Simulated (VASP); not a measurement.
The system is AlN (zincblende type).

```
Al N
1.0
     0.00000    2.23228    2.23228
     2.23228    0.00000    2.23228
     2.23228    2.23228    0.00000
Al N
1 1
Direct
  0.00000 0.00000 0.00000
  0.25000 0.25000 0.25000
```

- Program: VASP 6.6.1
- Task: relaxation of cell and atoms
- Functional: PBE
- Potentials or basis: VASP PAW PBE potentials, release 64 (Al, N)
- Cutoff: 600 eV
- k mesh: 13 × 13 × 13
- Occupations: fermi-dirac, width 0.08 eV
- Spin: no spin polarisation

At the start: pressure -7.8 GPa; volume 11.12 Å³/atom.

**Question.** Where does the relaxation end?

**Answer.** Over 3 steps the energy falls by 12.0 meV/atom and the volume is 10.65 Å³/atom (-4.3 %); space group F-43m (No. 216, to 0.05 Å).

Step by step:
```
step  energy change (eV)  largest force (eV/Å)  pressure (GPa)  volume (Å³)
   1              0.0000                0.0000           -7.78        22.25
   2             -0.0073                0.0000            7.43        20.55
   3             -0.0239                0.0000           -0.05        21.30
```

Final structure:
```yaml
crystal:
  lattice:
    - [0.00000, 2.20011, 2.20011]
    - [2.20011, 0.00000, 2.20011]
    - [2.20011, 2.20011, 0.00000]
  atoms:
    - { symbol: Al, position: [0.00000, 0.00000, 0.00000] }
    - { symbol: N, position: [0.25000, 0.25000, 0.25000] }
```
